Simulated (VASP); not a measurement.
# ZrB2 (P6/mmm) in VASP: notebook, part 2 of 2

VASP 6.6.1. The steps go on from the part before.

**5. Electric field gradients, PBE (volume scaled by 0.98)**

INCAR reads:

```
SYSTEM = ZrB2
ALGO = Normal
EDIFF = 1E-8
ENCUT = 520
GGA = PE
ISIF = 2
ISMEAR = -1
LASPH = .True.
LCHARG = .False.
LEFG = .True.
LREAL = .False.
LWAVE = .False.
NBANDS = 16
NELM = 100
PREC = Accurate
SIGMA = 0.05
```

KPOINTS reads:

```
k-points
0
Gamma
  12 12 9
  0 0 0
```

POSCAR reads:

```
ZrB2
1.0
    3.1437575759      0.0000000000      0.0000000000
   -1.5718787880      2.7225739241      0.0000000000
    0.0000000000      0.0000000000      3.4963751271
Zr B
1 2
Direct
    0.0000000000      0.0000000000      0.0000000000
    0.3333333333      0.6666666667      0.5000000000
    0.6666666667      0.3333333333      0.5000000000
```

Potentials or basis: VASP PAW PBE potentials, release 64 (Zr_sv, B).

Started as:

```console
$ cat potpaw_PBE.64/Zr_sv/POTCAR potpaw_PBE.64/B/POTCAR > POTCAR
$ mpirun -np 1 vasp_std > vasp.out
```

OUTCAR:

```text
SYSTEM = ZrB2
   EDIFF = 1E-8
   ENCUT = 520
   GGA = PE
   ISIF = 2
   ISMEAR = -1
   LASPH = .True.
   LREAL = .False.
   NELM = 100
   PREC = Accurate

 ion  position               nearest neighbor table
   1  0.000  0.000  0.000-   2 2.52   3 2.52   2 2.52   3 2.52   3 2.52   3 2.52   2 2.52   2 2.52
                             3 2.52   3 2.52   2 2.52   2 2.52
   2  0.333  0.667  0.500-   3 1.82   3 1.82   3 1.82   1 2.52   1 2.52   1 2.52   1 2.52   1 2.52
                             1 2.52
   3  0.667  0.333  0.500-   2 1.82   2 1.82   2 1.82   1 2.52   1 2.52   1 2.52   1 2.52   1 2.52
                             1 2.52

  LATTYP: Found a hexagonal cell.
 ALAT       =     3.1437575759
 C/A-ratio  =     1.1121643583

  Lattice vectors:

 A1 = (   3.1437575759,   0.0000000000,   0.0000000000)
 A2 = (  -1.5718787880,   2.7225739241,   0.0000000000)
 A3 = (   0.0000000000,   0.0000000000,   3.4963751271)

Analysis of symmetry for initial positions (statically):
=====================================================================
 Subroutine PRICEL returns:
 Original cell was already a primitive cell.

 Routine SETGRP: Setting up the symmetry group for a
 hexagonal supercell.

 Subroutine GETGRP returns: Found 24 space group operations
 (whereof 24 operations were pure point group operations)
 out of a pool of 24 trial point group operations.

The static configuration has the point symmetry D_6h.

Analysis of symmetry for dynamics (positions and initial velocities):
[... 166 lines left out ...]
 Fermi energy:        10.9100088146

 k-point     1 :       0.0000    0.0000    0.0000
  band No.  band energies     occupation
      1     -37.7137      2.00000
      2     -15.9156      2.00000
      3     -15.3249      2.00000
      4     -15.3249      2.00000
      5      -2.0238      2.00000
      6       8.1297      2.00000
[... 433 lines left out ...]
      3     -15.8144      2.00000
      4     -15.4953      2.00000
      5       0.0731      2.00000
      6       4.2907      2.00000
[... 8 lines left out ...]
     15      18.7482      0.00000
     16      21.7268      0.00000

 [... further k-points ...]
[... 5 lines left out ...]
  --------------------------------------------------------------------------------------
  -------------------------------------------------------------------------------------
  Total        1.3806721      1.3806721      1.5979165     -0.0000000      0.0000000      0.0000000
  in kB       73.9187094     73.9187094     85.5495880     -0.0000000      0.0000000      0.0000000
  external PRESSURE =      77.7956690 kB  Pullay stress =       0.0000000 kB

 VOLUME and BASIS-vectors are now :
 -----------------------------------------------------------------------------
  energy-cutoff  :      520.00
  volume of cell :       29.93
      direct lattice vectors                 reciprocal lattice vectors
     3.143757576  0.000000000  0.000000000     0.318090685  0.183649742  0.000000000
    -1.571878788  2.722573924  0.000000000     0.000000000  0.367299485  0.000000000
     0.000000000  0.000000000  3.496375127     0.000000000  0.000000000  0.286010500

 POSITION                                       TOTAL-FORCE (eV/Angst)
 -----------------------------------------------------------------------------------
      0.00000      0.00000      0.00000         0.000000      0.000000      0.000000
     -0.00000      1.81505      1.74819        -0.000000      0.000000      0.000000
      1.57188      0.90752      1.74819         0.000000      0.000000      0.000000
 -----------------------------------------------------------------------------------
    total drift:                               -0.000000      0.000000     -0.000000

  FREE ENERGIE OF THE ION-ELECTRON SYSTEM (eV)
  ---------------------------------------------------
  free  energy   TOTEN  =       -24.9590659732 eV

  energy  without entropy=      -24.9571968133  energy(sigma->0) =      -24.95813139

 Electric field gradients (V/A^2)
---------------------------------------------------------------------
 ion       V_xx      V_yy      V_zz      V_xy      V_xz      V_yz
---------------------------------------------------------------------
   1     -20.694   -20.694    41.389    -0.000     0.000    -0.000
   2      -0.798    -0.798     1.596    -0.000     0.000    -0.000
   3      -0.798    -0.798     1.596    -0.000    -0.000    -0.000
---------------------------------------------------------------------

 Electric field gradients after diagonalization (V/A^2)
 (convention: |V_zz| > |V_xx| > |V_yy|)
----------------------------------------------------------------------
 ion       V_xx      V_yy      V_zz     asymmetry (V_yy - V_xx)/ V_zz
----------------------------------------------------------------------
   1     -20.695   -20.694    41.389       0.000
   2      -0.798    -0.798     1.596       0.000
   3      -0.798    -0.798     1.596       0.000
----------------------------------------------------------------------

           NMR quadrupolar parameters

 Cq : quadrupolar parameter    Cq=e*Q*V_zz/h
 eta: asymmetry parameters     (V_yy - V_xx)/ V_zz
 Q  : nuclear electric quadrupole moment in mb (millibarn)
----------------------------------------------------------------------
 ion       Cq(MHz)       eta       Q (mb)
----------------------------------------------------------------------
   1       0.100       0.000       1.000
   2       0.004       0.000       1.000
   3       0.004       0.000       1.000
----------------------------------------------------------------------
```

OSZICAR:

```text
N       E                     dE             d eps       ncg     rms          rms(c)
DAV:   1     0.102699346348E+03    0.10270E+03   -0.97854E+03  3040   0.112E+03
DAV:   2    -0.235729019331E+02   -0.12627E+03   -0.12079E+03  3992   0.293E+02
DAV:   3    -0.276199698488E+02   -0.40471E+01   -0.40282E+01  4672   0.448E+01
DAV:   4    -0.276681134286E+02   -0.48144E-01   -0.48136E-01  3648   0.453E+00
DAV:   5    -0.276693952192E+02   -0.12818E-02   -0.12818E-02  4616   0.455E-01    0.229E+01
DAV:   6    -0.250095971391E+02    0.26598E+01   -0.57975E+00  3952   0.163E+01    0.929E+00
DAV:   7    -0.249598680055E+02    0.49729E-01   -0.64871E-01  4184   0.508E+00    0.332E+00
DAV:   8    -0.249640237189E+02   -0.41557E-02   -0.10660E-01  3712   0.265E+00    0.434E-01
DAV:   9    -0.249593836413E+02    0.46401E-02   -0.21973E-02  3744   0.112E+00    0.217E-01
DAV:  10    -0.249590600771E+02    0.32356E-03   -0.17611E-03  3616   0.386E-01    0.385E-02
DAV:  11    -0.249590681979E+02   -0.81208E-05   -0.59519E-05  3960   0.740E-02    0.111E-02
DAV:  12    -0.249590659532E+02    0.22447E-05   -0.31487E-06  3728   0.157E-02    0.634E-03
DAV:  13    -0.249590659790E+02   -0.25777E-07   -0.34152E-07  4280   0.561E-03    0.152E-03
DAV:  14    -0.249590659732E+02    0.58164E-08   -0.16904E-08  3056   0.125E-03
   1 F= -.24959066E+02 E0= -.24958131E+02  d E =-.186916E-02
```

stdout:

```text
POSCAR found type information on POSCAR ZrB
 POSCAR found :  2 types and       3 ions
 scaLAPACK will be used
 LDA part: xc-table for (Slater+PW92), standard interpolation
 POSCAR, INCAR and KPOINTS ok, starting setup
 FFT: planning ... GRIDC
 FFT: planning ... GRID_SOFT
 FFT: planning ... GRID
 WAVECAR not read
 entering main loop
ion   1

ion   2

ion   3
```

It took 15 s on 1 thread of Intel Xeon 6975P-C (Granite Rapids), shared host; peak memory 0.17 GiB.

Results:

```
Free energy            : -24.9591 eV
Pressure               : 7.8 GPa
Band gap on the k mesh : zero (band 9 reaches 11.60 eV, above the bottom of band 10 at 10.28 eV)
```

Stress tensor (GPa, compression positive):
```
7.39 0.00 0.00
0.00 7.39 0.00
0.00 0.00 8.55
```

Levels at points of the mesh, in eV from the Fermi level:
| k point | band 5 | band 6 | band 7 | band 8 | band 9 | band 10 | band 11 | band 12 | band 13 | band 14 |
| --- | --- | --- | --- | --- | --- | --- | --- | --- | --- | --- |
| (0.00, 0.00, 0.00) | -12.93 | -2.78 | -2.78 | -2.72 | -2.40 | 3.44 | 3.44 | 4.25 | 4.25 | 4.93 |
| (0.50, 0.00, 0.00) | -9.16 | -8.61 | -4.06 | -3.17 | -2.84 | 2.21 | 2.30 | 5.00 | 5.10 | 6.62 |

Electric field gradients, principal values (V/Å²):
```
atom    least   middle  greatest (by size)
1 Zr  -20.694  -20.695              41.389
 2 B   -0.798   -0.798               1.596
 3 B   -0.798   -0.798               1.596
```

Caveat: without QUAD_EFG the Cq values of the log hold for a quadrupole moment of 1 mb, not for the nuclei.

**6. Electric field gradients, PBE (volume scaled by 1.01)**

INCAR reads:

```
SYSTEM = ZrB2
PREC = Accurate
ENCUT = 520
EDIFF = 1E-8
ISMEAR = -1
SIGMA = 0.05
LREAL = .FALSE.
LASPH = .TRUE.
NELM = 100
ALGO = Normal
ISIF = 2
LWAVE = .FALSE.
LCHARG = .FALSE.
GGA = PE
LEFG = .TRUE.
NBANDS = 16
```

KPOINTS reads:

```
regular mesh
0
G
  12 12 9
  0 0 0
```

POSCAR reads:

```
ZrB2
1.0
    3.1755148523      0.0000000000      0.0000000000
   -1.5877574262      2.7500765323      0.0000000000
    0.0000000000      0.0000000000      3.5316944381
Zr B
1 2
Direct
    0.0000000000      0.0000000000      0.0000000000
    0.3333333333      0.6666666667      0.5000000000
    0.6666666667      0.3333333333      0.5000000000
```

Potentials or basis: VASP PAW PBE potentials, release 64 (Zr_sv, B).

Started as:

```console
$ cat potpaw_PBE.64/Zr_sv/POTCAR potpaw_PBE.64/B/POTCAR > POTCAR
$ mpirun -np 1 vasp_std > vasp.out
```

OUTCAR:

```text
SYSTEM = ZrB2
   PREC = Accurate
   ENCUT = 520
   EDIFF = 1E-8
   ISMEAR = -1
   LREAL = .FALSE.
   LASPH = .TRUE.
   NELM = 100
   ISIF = 2
   GGA = PE

 ion  position               nearest neighbor table
   1  0.000  0.000  0.000-   2 2.55   3 2.55   2 2.55   3 2.55   3 2.55   3 2.55   2 2.55   2 2.55
                             3 2.55   3 2.55   2 2.55   2 2.55
   2  0.333  0.667  0.500-   3 1.83   3 1.83   3 1.83   1 2.55   1 2.55   1 2.55   1 2.55   1 2.55
                             1 2.55
   3  0.667  0.333  0.500-   2 1.83   2 1.83   2 1.83   1 2.55   1 2.55   1 2.55   1 2.55   1 2.55
                             1 2.55

  LATTYP: Found a hexagonal cell.
[... 685 lines left out ...]
 ion       V_xx      V_yy      V_zz      V_xy      V_xz      V_yz
---------------------------------------------------------------------
   1     -20.492   -20.493    40.985    -0.000    -0.000     0.000
   2      -0.796    -0.796     1.592    -0.000     0.000    -0.000
   3      -0.796    -0.796     1.592    -0.000     0.000    -0.000
---------------------------------------------------------------------

 Electric field gradients after diagonalization (V/A^2)
 (convention: |V_zz| > |V_xx| > |V_yy|)
----------------------------------------------------------------------
 ion       V_xx      V_yy      V_zz     asymmetry (V_yy - V_xx)/ V_zz
----------------------------------------------------------------------
   1     -20.493   -20.492    40.985       0.000
   2      -0.796    -0.796     1.592       0.000
   3      -0.796    -0.796     1.592       0.000
----------------------------------------------------------------------

           NMR quadrupolar parameters

 Cq : quadrupolar parameter    Cq=e*Q*V_zz/h
 eta: asymmetry parameters     (V_yy - V_xx)/ V_zz
 Q  : nuclear electric quadrupole moment in mb (millibarn)
----------------------------------------------------------------------
 ion       Cq(MHz)       eta       Q (mb)
----------------------------------------------------------------------
   1       0.099       0.000       1.000
   2       0.004       0.000       1.000
   3       0.004       0.000       1.000
----------------------------------------------------------------------
```

OSZICAR:

```text
N       E                     dE             d eps       ncg     rms          rms(c)
DAV:   1     0.103767595954E+03    0.10377E+03   -0.96434E+03  3040   0.112E+03
DAV:   2    -0.233808591670E+02   -0.12715E+03   -0.12183E+03  3968   0.288E+02
DAV:   3    -0.275648241285E+02   -0.41840E+01   -0.41682E+01  4688   0.455E+01
DAV:   4    -0.276453604944E+02   -0.80536E-01   -0.80522E-01  3720   0.551E+00
DAV:   5    -0.276470329374E+02   -0.16724E-02   -0.16724E-02  4568   0.577E-01    0.214E+01
DAV:   6    -0.250283319806E+02    0.26187E+01   -0.58404E+00  3952   0.160E+01    0.860E+00
DAV:   7    -0.249830933483E+02    0.45239E-01   -0.62311E-01  4192   0.492E+00    0.312E+00
DAV:   8    -0.249863985121E+02   -0.33052E-02   -0.97890E-02  3712   0.252E+00    0.424E-01
DAV:   9    -0.249820775274E+02    0.43210E-02   -0.21561E-02  3808   0.108E+00    0.217E-01
DAV:  10    -0.249817372736E+02    0.34025E-03   -0.17838E-03  3656   0.381E-01    0.355E-02
DAV:  11    -0.249817473503E+02   -0.10077E-04   -0.62226E-05  3944   0.749E-02    0.102E-02
DAV:  12    -0.249817452158E+02    0.21345E-05   -0.27460E-06  3920   0.138E-02    0.581E-03
DAV:  13    -0.249817452326E+02   -0.16826E-07   -0.26680E-07  4168   0.493E-03    0.150E-03
DAV:  14    -0.249817452302E+02    0.24363E-08   -0.13373E-08  2808   0.119E-03
   1 F= -.24981745E+02 E0= -.24980769E+02  d E =-.195263E-02
```

It took 16 s on 1 thread of Intel Xeon 6975P-C (Granite Rapids), shared host; peak memory 0.17 GiB.

Results:

```yaml
Free_energy: -24.9817 eV
Pressure: 0.1 GPa
Band_gap_on_the_k_mesh: zero (band 9 reaches 11.24 eV, above the bottom of band 10 at 9.96 eV)
```

Electric field gradients, principal values (V/Å²):
```csv
atom,least,middle,greatest (by size)
1 Zr,-20.492,-20.493,40.985
2 B,-0.796,-0.796,1.592
3 B,-0.796,-0.796,1.592
```

Caveat: without QUAD_EFG the Cq values of the log hold for a quadrupole moment of 1 mb, not for the nuclei.

**7. Overview**

| cell | gap on the mesh (eV) | pressure (GPa) |
| --- | --- | --- |
| a = 3.100, b = 3.100, c = 3.448 Å, angles 90.0, 90.0, 120.0°, 3 atoms | none | 19.9 |
| a = 3.144, b = 3.144, c = 3.496 Å, angles 90.0, 90.0, 120.0°, 3 atoms | none | 7.8 |
| a = 3.176, b = 3.176, c = 3.532 Å, angles 90.0, 90.0, 120.0°, 3 atoms | none | 0.1 |

Alike in all rows: task electric field gradients; level PBE; potentials or basis VASP PAW PBE potentials, release 64 (Zr_sv, B); no spin polarisation; k mesh 12 × 12 × 9; cutoff (eV) 520; smearing fermi-dirac 0.05 eV.

Total energies depend on the potentials used, so only differences within one code and one set of settings carry meaning.
